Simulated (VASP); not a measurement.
# CuSb (R-3m) in VASP: single point with PBE+U

Aim: the single point of CuSb with PBE+U.

Program: VASP 6.6.1. These are calculated values, not measurements. Logs are shortened: lines on timing, memory, paths and dates and some standing lists are left out, and cuts for length are marked.

## 1. The cell of the first run

Symmetry: R-3m, No. 166, trigonal system. Conventional cell: a = 3.795 Å, b = 3.795 Å, c = 9.176 Å, α = 90.00°, β = 90.00°, γ = 120.00°. Within 3.5 Å of Cu (site symmetry -3m) lie 6 Sb at 2.67 Å. Sb (site symmetry -3m) has 6 Cu at 2.67 Å within 3.5 Å.

## 2. Single point, PBE+U, collinear spin

File INCAR:

```
SYSTEM = CuSb
PREC = Accurate
ENCUT = 600
EDIFF = 1E-6
ISMEAR = -1
SIGMA = 0.0603
LREAL = .FALSE.
LASPH = .TRUE.
NELM = 200
ALGO = Normal
ISIF = 2
LWAVE = .FALSE.
LCHARG = .FALSE.
ISPIN = 2
MAGMOM = 2 2 0 0
LORBIT = 11
LMAXMIX = 4
LDAU = .TRUE.
LDAUTYPE = 2
LDAUL = 2 -1
LDAUU = 4 0
LDAUJ = 0 0
LDAUPRINT = 1
GGA = PE
NBANDS = 28
GGA_COMPAT = .FALSE.
```

File KPOINTS:

```
Automatic mesh
0
G
  6 6 6
  0 0 0
```

File POSCAR:

```
CuSb
1.0
    5.3207115432      2.6373385918      2.6373385918
    2.6373385918      5.3207115432      2.6373385918
    2.6373385918      2.6373385918      5.3207115432
Cu Sb
2 2
Direct
    0.0000000000      0.0000000000      0.0000000000
    0.5000000000      0.5000000000      0.5000000000
    0.2500000000      0.2500000000      0.2500000000
    0.7500000000      0.7500000000      0.7500000000
```

Potentials or basis: VASP PAW PBE potentials, release 64 (Cu, Sb).

Launch:

```bash
$ cat potpaw_PBE.64/Cu/POTCAR potpaw_PBE.64/Sb/POTCAR > POTCAR
$ mpirun -np 1 vasp_std > vasp.out
```

OUTCAR:

```text
SYSTEM = CuSb
   PREC = Accurate
   ENCUT = 600
   EDIFF = 1E-6
   ISMEAR = -1
   LREAL = .FALSE.
   LASPH = .TRUE.
   NELM = 200
   ISIF = 2
   ISPIN = 2
   LORBIT = 11
   GGA = PE

 ion  position               nearest neighbor table
   1  0.000  0.000  0.000-   4 2.67   4 2.67   4 2.67   3 2.67   3 2.67   3 2.67
   2  0.500  0.500  0.500-   3 2.67   3 2.67   3 2.67   4 2.67   4 2.67   4 2.67
   3  0.250  0.250  0.250-   1 2.67   1 2.67   1 2.67   2 2.67   2 2.67   2 2.67   4 3.76   4 3.76
                             4 3.76   4 3.76   4 3.76   4 3.76
   4  0.750  0.750  0.750-   2 2.67   2 2.67   2 2.67   1 2.67   1 2.67   1 2.67   3 3.76   3 3.76
                             3 3.76   3 3.76   3 3.76   3 3.76

  LATTYP: Found a trigonal (rhomboedric) cell.
 ALAT       =     6.4977750824
 COS(alpha) =     0.8294574601

  Lattice vectors:

 A1 = (   5.3207115432,   2.6373385918,   2.6373385918)
 A2 = (   2.6373385918,   5.3207115432,   2.6373385918)
 A3 = (   2.6373385918,   2.6373385918,   5.3207115432)

Analysis of symmetry for initial positions (statically):
=====================================================================
 Subroutine PRICEL returns following result:

  LATTYP: Found a trigonal (rhomboedric) cell.
 ALAT       =     3.7623816199
 COS(alpha) =     0.4913296927
[... 12 lines left out ...]
 Subroutine GETGRP returns: Found 12 space group operations
 (whereof 12 operations were pure point group operations)
 out of a pool of 12 trial point group operations.

The static configuration has the point symmetry D_3d.

Analysis of symmetry for dynamics (positions and initial velocities):
=====================================================================
 Subroutine PRICEL returns following result:

  LATTYP: Found a trigonal (rhomboedric) cell.
 ALAT       =     3.7623816199
 COS(alpha) =     0.4913296927
[... 12 lines left out ...]
 Subroutine GETGRP returns: Found 12 space group operations
 (whereof 12 operations were pure point group operations)
 out of a pool of 12 trial point group operations.

The dynamic configuration has the point symmetry D_3d.

Analysis of structural, dynamic, and magnetic symmetry:
=====================================================================
 Subroutine PRICEL returns following result:

  LATTYP: Found a trigonal (rhomboedric) cell.
 ALAT       =     3.7623816199
 COS(alpha) =     0.4913296927
[... 12 lines left out ...]
 Subroutine GETGRP returns: Found 12 space group operations
 (whereof 12 operations were pure point group operations)
 out of a pool of 12 trial point group operations.

The overall configuration has the point symmetry D_3d.

 Subroutine INISYM returns: Found 12 space group operations
 (whereof 12 operations are pure point group operations),
 and found     2 'primitive' translations

----------------------------------------------------------------------------------------

                                     Primitive cell

  volume of cell :      38.1460

  direct lattice vectors                    reciprocal lattice vectors
     2.660355772  2.660355772 -0.023017180     0.187142222  0.187142222 -0.185523083
    -0.023017180  2.660355772  2.660355772    -0.185523083  0.187142222  0.187142222
     2.660355772 -0.023017180  2.660355772     0.187142222 -0.185523083  0.187142222

  length of vectors
     3.762381620  3.762381620  3.762381620     0.323207730  0.323207730  0.323207730

  position of ions in fractional coordinates (direct lattice)
     0.000000000  0.000000000  0.000000000
     0.500000000  0.500000000  0.500000000

[... 143 lines left out ...]
  o =  0.9141  v =  0.0041 -0.0015 -0.9872 -0.0026 -0.1596  0.0000  0.0000  0.0000  0.0000  0.0000      0.0000  0.0000  0.0000  0.0000  0.0000  0.0000  0.0000  0.0000  0.0000  0.0000
  o =  0.9141  v =  0.0000  0.0000  0.0000  0.0000  0.0000  0.0025 -0.0041 -0.6103  0.0016  0.7922      0.0000  0.0000  0.0000  0.0000  0.0000  0.0000  0.0000  0.0000  0.0000  0.0000
  o =  0.9141  v =  0.0000  0.0000  0.0000  0.0000  0.0000  0.0033  0.0006 -0.7922 -0.0039 -0.6103      0.0000  0.0000  0.0000  0.0000  0.0000  0.0000  0.0000  0.0000  0.0000  0.0000
  o =  0.9462  v =  0.0000  0.0000  0.0000  0.0000  0.0000  0.0000  0.7071 -0.0000 -0.7071  0.0051      0.0000  0.0000  0.0000  0.0000  0.0000  0.0000  0.0000  0.0000  0.0000  0.0000
  o =  0.9462  v =  0.0000  0.0000  0.0000  0.0000  0.0000 -0.8165  0.4082 -0.0051  0.4082  0.0000      0.0000  0.0000  0.0000  0.0000  0.0000  0.0000  0.0000  0.0000  0.0000  0.0000
  o =  0.9462  v = -0.7612  0.1247 -0.0048  0.6364 -0.0019  0.0000  0.0000  0.0000  0.0000  0.0000      0.0000  0.0000  0.0000  0.0000  0.0000  0.0000  0.0000  0.0000  0.0000  0.0000
  o =  0.9462  v =  0.2954 -0.8069  0.0019  0.5115 -0.0048  0.0000  0.0000  0.0000  0.0000  0.0000      0.0000  0.0000  0.0000  0.0000  0.0000  0.0000  0.0000  0.0000  0.0000  0.0000
  o =  0.9472  v =  0.0000  0.0000  0.0000  0.0000  0.0000 -0.5774 -0.5774 -0.0000 -0.5774 -0.0000      0.0000  0.0000  0.0000  0.0000  0.0000  0.0000  0.0000  0.0000  0.0000  0.0000
  o =  0.9472  v = -0.5774 -0.5774  0.0000 -0.5774 -0.0000  0.0000  0.0000  0.0000  0.0000  0.0000      0.0000  0.0000  0.0000  0.0000  0.0000  0.0000  0.0000  0.0000  0.0000  0.0000

atom =   2  type =  1  l = 2

 onsite density matrix

spin component  1

  0.9465  0.0003  0.0001  0.0003 -0.0000
  0.0003  0.9465 -0.0001  0.0003  0.0001
  0.0001 -0.0001  0.9141 -0.0001  0.0000
  0.0003  0.0003 -0.0001  0.9465 -0.0001
 -0.0000  0.0001  0.0000 -0.0001  0.9141

spin component  2

  0.9465  0.0003  0.0001  0.0003 -0.0000
  0.0003  0.9465 -0.0001  0.0003  0.0001
  0.0001 -0.0001  0.9141 -0.0001  0.0000
  0.0003  0.0003 -0.0001  0.9465 -0.0001
 -0.0000  0.0001  0.0000 -0.0001  0.9141

 occupancies and eigenvectors

  o =  0.9141  v =  0.0023 -0.0042 -0.5487  0.0019  0.8360  0.0000  0.0000  0.0000  0.0000  0.0000      0.0000  0.0000  0.0000  0.0000  0.0000  0.0000  0.0000  0.0000  0.0000  0.0000
  o =  0.9141  v =  0.0035  0.0002 -0.8360 -0.0037 -0.5487  0.0000  0.0000  0.0000  0.0000  0.0000      0.0000  0.0000  0.0000  0.0000  0.0000  0.0000  0.0000  0.0000  0.0000  0.0000
  o =  0.9141  v =  0.0000  0.0000  0.0000  0.0000  0.0000  0.0002 -0.0037 -0.0475  0.0035  0.9989      0.0000  0.0000  0.0000  0.0000  0.0000  0.0000  0.0000  0.0000  0.0000  0.0000
  o =  0.9141  v =  0.0000  0.0000  0.0000  0.0000  0.0000  0.0042 -0.0019 -0.9989 -0.0023 -0.0475      0.0000  0.0000  0.0000  0.0000  0.0000  0.0000  0.0000  0.0000  0.0000  0.0000
  o =  0.9462  v =  0.0000  0.0000  0.0000  0.0000  0.0000  0.6150  0.1576  0.0039 -0.7726  0.0034      0.0000  0.0000  0.0000  0.0000  0.0000  0.0000  0.0000  0.0000  0.0000  0.0000
  o =  0.9462  v =  0.0000  0.0000  0.0000  0.0000  0.0000 -0.5371  0.8011 -0.0034 -0.2641  0.0039      0.0000  0.0000  0.0000  0.0000  0.0000  0.0000  0.0000  0.0000  0.0000  0.0000
  o =  0.9462  v = -0.7544  0.1068 -0.0047  0.6476 -0.0020  0.0000  0.0000  0.0000  0.0000  0.0000      0.0000  0.0000  0.0000  0.0000  0.0000  0.0000  0.0000  0.0000  0.0000  0.0000
  o =  0.9462  v =  0.3123 -0.8095  0.0020  0.4972 -0.0047  0.0000  0.0000  0.0000  0.0000  0.0000      0.0000  0.0000  0.0000  0.0000  0.0000  0.0000  0.0000  0.0000  0.0000  0.0000
  o =  0.9472  v =  0.0000  0.0000  0.0000  0.0000  0.0000  0.5774  0.5774 -0.0000  0.5774  0.0000      0.0000  0.0000  0.0000  0.0000  0.0000  0.0000  0.0000  0.0000  0.0000  0.0000
  o =  0.9472  v = -0.5774 -0.5774 -0.0000 -0.5774 -0.0000  0.0000  0.0000  0.0000  0.0000  0.0000      0.0000  0.0000  0.0000  0.0000  0.0000  0.0000  0.0000  0.0000  0.0000  0.0000

 number of electron      31.9999994 magnetization       0.0000302

 Free energy of the ion-electron system (eV)
  ---------------------------------------------------
  ext. energy  EPLUGINS =         0.00000000
  ---------------------------------------------------
  free energy    TOTEN  =       -12.38324900 eV

  energy without entropy =      -12.36140027  energy(sigma->0) =      -12.37232464

 E-fermi :   8.1744     XC(G=0): -10.9902

 val. band max:        8.0035757856   @ k =  -0.1667   0.5000   0.1667
 cond. band min:       8.1880378401   @ k =   0.5000   0.3333   0.1667
 fundamental gap:      0.1844620545
 Fermi energy:         8.1743548629

 spin component 1

 k-point     1 :       0.0000    0.0000    0.0000
  band No.  band energies     occupation
      1      -3.9658      1.00000
      2      -1.2595      1.00000
      3       1.6701      1.00000
      4       3.5480      1.00000
      5       3.5480      1.00000
      6       4.0177      1.00000
[... 1481 lines left out ...]
     27      19.6212      0.00000
     28      22.0704      0.00000

 [... further k-points ...]

------------------------ aborting loop because EDIFF is reached ----------------------------------------

  FORCE on cell =-STRESS in cart. coord.  units (eV):
  Direction    XX          YY          ZZ          XY          YZ          ZX
  --------------------------------------------------------------------------------------
  -------------------------------------------------------------------------------------
  Total        1.8519373      1.8519373      1.8519373      0.0171396      0.0171396      0.0171396
  in kB       38.8917853     38.8917853     38.8917853      0.3599419      0.3599419      0.3599419
  external PRESSURE =      38.8917853 kB  Pullay stress =       0.0000000 kB

 VOLUME and BASIS-vectors are now :
 -----------------------------------------------------------------------------
  energy-cutoff  :      600.00
  volume of cell :       76.29
      direct lattice vectors                 reciprocal lattice vectors
     5.320711543  2.637338592  2.637338592     0.279903764 -0.092761542 -0.092761542
     2.637338592  5.320711543  2.637338592    -0.092761542  0.279903764 -0.092761542
     2.637338592  2.637338592  5.320711543    -0.092761542 -0.092761542  0.279903764

 POSITION                                       TOTAL-FORCE (eV/Angst)
 -----------------------------------------------------------------------------------
      0.00000      0.00000      0.00000         0.000000     -0.000000     -0.000000
      5.29769      5.29769      5.29769         0.000000      0.000000      0.000000
      2.64885      2.64885      2.64885        -0.000000     -0.000000     -0.000000
      7.94654      7.94654      7.94654        -0.000000      0.000000      0.000000
 -----------------------------------------------------------------------------------
    total drift:                                0.000000     -0.000000      0.000000

  FREE ENERGIE OF THE ION-ELECTRON SYSTEM (eV)
  ---------------------------------------------------
  free  energy   TOTEN  =       -12.3832489982 eV

  energy  without entropy=      -12.3614002723  energy(sigma->0) =      -12.37232464

 total charge

# of ion       s       p       d       tot
------------------------------------------
    1        0.443   0.333   9.314  10.090
    2        0.443   0.333   9.314  10.090
    3        1.177   1.183   0.047   2.408
    4        1.177   1.183   0.047   2.408
--------------------------------------------------
tot          3.240   3.033  18.723  24.996

 magnetization (x)

# of ion       s       p       d       tot
------------------------------------------
    1       -0.000  -0.000  -0.000  -0.000
    2       -0.000  -0.000  -0.000  -0.000
    3       -0.000  -0.000  -0.000  -0.000
    4       -0.000  -0.000  -0.000  -0.000
--------------------------------------------------
tot         -0.000  -0.000  -0.000  -0.000
```

Run time: 12 min. Hardware: 1 thread of Intel Xeon 8259CL, shared host; peak memory 0.56 GiB.

What came out:

| Property | Result |
| --- | --- |
| Free energy | -12.3832 eV |
| Pressure | 3.9 GPa |
| Band gap on the k mesh | zero (filled and empty bands overlap) |
| Net moment | 0.00 μB per cell |
| Valence electrons inside the program's atomic spheres | Cu 10.09; Sb 2.41 |

Levels at points of the mesh, in eV from the Fermi level:
Spin up:
| k point | band 14 | band 15 | band 16 | band 17 | band 18 | band 19 |
| --- | --- | --- | --- | --- | --- | --- |
| (0.00, 0.00, 0.00) | 1.81 | 1.81 | 2.01 | 2.48 | 2.48 | 4.76 |
| (0.50, 0.00, 0.00) | -3.37 | -1.03 | -1.03 | 0.04 | 0.04 | 2.98 |
| (0.50, 0.50, 0.00) | -3.08 | -1.49 | -1.33 | 0.74 | 2.56 | 2.60 |
| (0.50, 0.50, 0.50) | -1.98 | 2.04 | 2.04 | 2.04 | 2.04 | 5.60 |
Spin down:
```tsv
k point	band 13	band 14	band 15	band 16	band 17	band 18	band 19	band 20
(0.00, 0.00, 0.00)	-3.53	1.81	1.81	2.01	2.48	2.48	4.76	5.14
(0.50, 0.00, 0.00)	-3.37	-3.37	-1.03	-1.03	0.04	0.04	2.98	2.98
(0.50, 0.50, 0.00)	-3.56	-3.08	-1.49	-1.33	0.74	2.56	2.60	4.57
(0.50, 0.50, 0.50)	-1.98	-1.98	2.04	2.04	2.04	2.04	5.60	5.60
```

Eigenvalues of the final occupation matrices:
```tsv
site	spin	trace	eigenvalues
site 1 d	1	4.67	0.91 0.91 0.95 0.95 0.95
site 1 d	2	4.67	0.91 0.91 0.95 0.95 0.95
site 2 d	1	4.67	0.91 0.91 0.95 0.95 0.95
site 2 d	2	4.67	0.91 0.91 0.95 0.95 0.95
```

Caveat: the cell stands under pressure; spin-orbit coupling is left out, which moves the levels of the heavy elements; the U is typed as a test and isn't derived for this compound.

The gap in the log of VASP goes by the Fermi energy; the results here count the filled bands.